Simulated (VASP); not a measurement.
# CoGe3 (Pm-3m) in VASP: single point with PBE

Aim: the single point of CoGe3 with PBE.

All numbers are computed with VASP 6.6.1; they aren't measurements. Logs are shortened: lines on timing, memory, paths and dates and some standing lists are left out, and cuts for length are marked.

**1. The cell of the first run**

It takes space group Pm-3m (No. 221, cubic). The conventional cell has a = 3.954 Å, b = 3.954 Å, c = 3.954 Å, α = 90.00°, β = 90.00°, γ = 90.00°. Co (site symmetry m-3m) has 12 Ge at 2.80 Å within 3.7 Å. Within 3.7 Å of Ge (site symmetry 4/mmm) lie 4 Co at 2.80 Å and 8 Ge at 2.80 Å.

**2. Single point, PBE, collinear spin, ferromagnetic start**

Input file INCAR:

```
SYSTEM = CoGe3
PREC = Accurate
ENCUT = 520
EDIFF = 1E-7
ISMEAR = 0
SIGMA = 0.1
LREAL = .False.
LASPH = .True.
NELM = 150
ALGO = Normal
ISIF = 2
LWAVE = .False.
LCHARG = .False.
ISPIN = 2
MAGMOM = 3 0 0 0
LORBIT = 11
LMAXMIX = 4
GGA = PE
NBANDS = 38
```

Input file KPOINTS:

```
Automatic mesh
0
Gamma
  4 4 4
  0 0 0
```

Input file POSCAR:

```
CoGe3
1.0
    3.9541049403      0.0000000000      0.0000000000
    0.0000000000      3.9541049403      0.0000000000
    0.0000000000      0.0000000000      3.9541049403
Co Ge
1 3
Direct
    0.0000000000      0.0000000000      0.0000000000
    0.0000000000      0.5000000000      0.5000000000
    0.5000000000      0.0000000000      0.5000000000
    0.5000000000      0.5000000000      0.0000000000
```

Potentials or basis: VASP PAW PBE potentials, release 64 (Co, Ge_d).

Started as:

```console
> cat potpaw_PBE.64/Co/POTCAR potpaw_PBE.64/Ge_d/POTCAR > POTCAR
> mpirun -np 1 vasp_std > vasp.out
```

OUTCAR:

```text
SYSTEM = CoGe3
   PREC = Accurate
   ENCUT = 520
   EDIFF = 1E-7
   ISMEAR = 0
   LREAL = .False.
   LASPH = .True.
   NELM = 150
   ISIF = 2
   ISPIN = 2
   LORBIT = 11
   GGA = PE

 ion  position               nearest neighbor table
   1  0.000  0.000  0.000-   2 2.80   3 2.80   4 2.80   2 2.80   3 2.80   2 2.80   4 2.80   2 2.80
                             3 2.80   4 2.80   3 2.80   4 2.80
   2  0.000  0.500  0.500-   1 2.80   3 2.80   4 2.80   1 2.80   4 2.80   1 2.80   3 2.80   1 2.80
                             3 2.80   4 2.80   4 2.80   3 2.80
   3  0.500  0.000  0.500-   1 2.80   2 2.80   4 2.80   1 2.80   4 2.80   2 2.80   4 2.80   4 2.80
                             1 2.80   2 2.80   1 2.80   2 2.80
   4  0.500  0.500  0.000-   1 2.80   2 2.80   3 2.80   2 2.80   3 2.80   1 2.80   3 2.80   3 2.80
                             1 2.80   2 2.80   2 2.80   1 2.80

  LATTYP: Found a simple cubic cell.
 ALAT       =     3.9541049403

  Lattice vectors:

 A1 = (   3.9541049403,   0.0000000000,   0.0000000000)
 A2 = (   0.0000000000,   3.9541049403,   0.0000000000)
 A3 = (   0.0000000000,   0.0000000000,   3.9541049403)

Analysis of symmetry for initial positions (statically):
=====================================================================
 Subroutine PRICEL returns:
 Original cell was already a primitive cell.

 Routine SETGRP: Setting up the symmetry group for a
 simple cubic supercell.

 Subroutine GETGRP returns: Found 48 space group operations
 (whereof 48 operations were pure point group operations)
 out of a pool of 48 trial point group operations.

The static configuration has the point symmetry O_h .

Analysis of symmetry for dynamics (positions and initial velocities):
=====================================================================
 Subroutine PRICEL returns:
 Original cell was already a primitive cell.

 Routine SETGRP: Setting up the symmetry group for a
 simple cubic supercell.

 Subroutine GETGRP returns: Found 48 space group operations
 (whereof 48 operations were pure point group operations)
 out of a pool of 48 trial point group operations.

The dynamic configuration has the point symmetry O_h .

Analysis of structural, dynamic, and magnetic symmetry:
=====================================================================
 Subroutine PRICEL returns:
 Original cell was already a primitive cell.

 Routine SETGRP: Setting up the symmetry group for a
 simple cubic supercell.

 Subroutine GETGRP returns: Found 48 space group operations
[... 120 lines left out ...]
   IVDW    =     0    specifies the selected vdW correction
   LEPSILON=     F    determine dielectric tensor
   LRPA    =     F    only Hartree local field effects (RPA)
 spin polarized calculation
 Gauss-broadening in eV      SIGMA  =   0.10
  energy-cutoff  :      520.00
  volume of cell :       61.82
 maximum number of plane-waves:      1743
 NGX is ok and might be reduce to    30
   NGX = 15   NGY = 15   NGZ = 15

 number of electron      51.0000037 magnetization       1.0798718

 Free energy of the ion-electron system (eV)
  ---------------------------------------------------
  ext. energy  EPLUGINS =         0.00000000
  ---------------------------------------------------
  free energy    TOTEN  =       -18.88801399 eV

  energy without entropy =      -18.87085575  energy(sigma->0) =      -18.87943487

 E-fermi :   8.4141     XC(G=0): -12.1151

 val. band max:        8.4054704401   @ k =   0.2500   0.2500   0.0000
 cond. band min:       8.4699314464   @ k =   0.5000   0.5000   0.0000
 fundamental gap:      0.0644610063
 Fermi energy:         8.4141358783

 spin component 1

 k-point     1 :       0.0000    0.0000    0.0000
  band No.  band energies     occupation
      1     -16.4890      1.00000
      2     -16.4890      1.00000
      3     -16.4890      1.00000
      4     -16.4869      1.00000
      5     -16.3792      1.00000
      6     -16.3792      1.00000
[... 389 lines left out ...]
     36      22.6637      0.00000
     37      22.8188      0.00000
 Fermi energy:         8.4141358783

 spin component 2

 k-point     1 :       0.0000    0.0000    0.0000
  band No.  band energies     occupation
      1     -16.4791      1.00000
      2     -16.4791      1.00000
      3     -16.4791      1.00000
      4     -16.4731      1.00000
      5     -16.3784      1.00000
      6     -16.3784      1.00000
[... 389 lines left out ...]
     36      22.7933      0.00000
     37      22.7993      0.00000
 [bands above 37 left out]

------------------------ aborting loop because EDIFF is reached ----------------------------------------

  FORCE on cell =-STRESS in cart. coord.  units (eV):
  Direction    XX          YY          ZZ          XY          YZ          ZX
  --------------------------------------------------------------------------------------
  -------------------------------------------------------------------------------------
  Total        1.2951700      1.2951700      1.2951700      0.0000000     -0.0000000      0.0000000
  in kB       33.5654743     33.5654743     33.5654743      0.0000000     -0.0000000      0.0000000
  external PRESSURE =      33.5654743 kB  Pullay stress =       0.0000000 kB

 VOLUME and BASIS-vectors are now :
 -----------------------------------------------------------------------------
  energy-cutoff  :      520.00
  volume of cell :       61.82
      direct lattice vectors                 reciprocal lattice vectors
     3.954104940  0.000000000  0.000000000     0.252901735  0.000000000  0.000000000
     0.000000000  3.954104940  0.000000000     0.000000000  0.252901735  0.000000000
     0.000000000  0.000000000  3.954104940     0.000000000  0.000000000  0.252901735

 POSITION                                       TOTAL-FORCE (eV/Angst)
 -----------------------------------------------------------------------------------
      0.00000      0.00000      0.00000         0.000000      0.000000      0.000000
      0.00000      1.97705      1.97705         0.000000      0.000000      0.000000
      1.97705      0.00000      1.97705         0.000000      0.000000      0.000000
      1.97705      1.97705      0.00000         0.000000      0.000000      0.000000
 -----------------------------------------------------------------------------------
    total drift:                                0.000000      0.000000     -0.000000

  FREE ENERGIE OF THE ION-ELECTRON SYSTEM (eV)
  ---------------------------------------------------
  free  energy   TOTEN  =       -18.8880139864 eV

  energy  without entropy=      -18.8708557491  energy(sigma->0) =      -18.87943487

 total charge

# of ion       s       p       d       tot
------------------------------------------
    1        0.354   0.270   7.411   8.034
    2        1.220   1.012  10.062  12.295
    3        1.220   1.012  10.062  12.295
    4        1.220   1.012  10.062  12.295
--------------------------------------------------
tot          4.015   3.305  37.598  44.918

 magnetization (x)

# of ion       s       p       d       tot
------------------------------------------
    1        0.005   0.005   1.004   1.013
    2        0.016   0.005  -0.000   0.020
    3        0.016   0.005  -0.000   0.020
    4        0.016   0.005  -0.000   0.020
--------------------------------------------------
tot          0.052   0.019   1.003   1.074
```

stdout:

```text
POSCAR found type information on POSCAR CoGe
 POSCAR found :  2 types and       4 ions
 scaLAPACK will be used
 LDA part: xc-table for (Slater+PW92), standard interpolation
 POSCAR, INCAR and KPOINTS ok, starting setup
 FFT: planning ... GRIDC
 FFT: planning ... GRID_SOFT
 FFT: planning ... GRID
 WAVECAR not read
 entering main loop
```

Wall time 75 s (1 thread of AMD EPYC 7R13 (Zen 3), shared host); peak memory 0.17 GiB.

What came out:

- Free energy: -18.8880 eV
- Pressure: 3.4 GPa
- Net moment: 1.08 μB per cell
- Site moments: Co +1.01; Ge +0.02 μB
- Valence electrons inside the program's atomic spheres: Co 8.03; Ge 12.29

Caveat: the k points lie up to 0.40 Å⁻¹ apart.
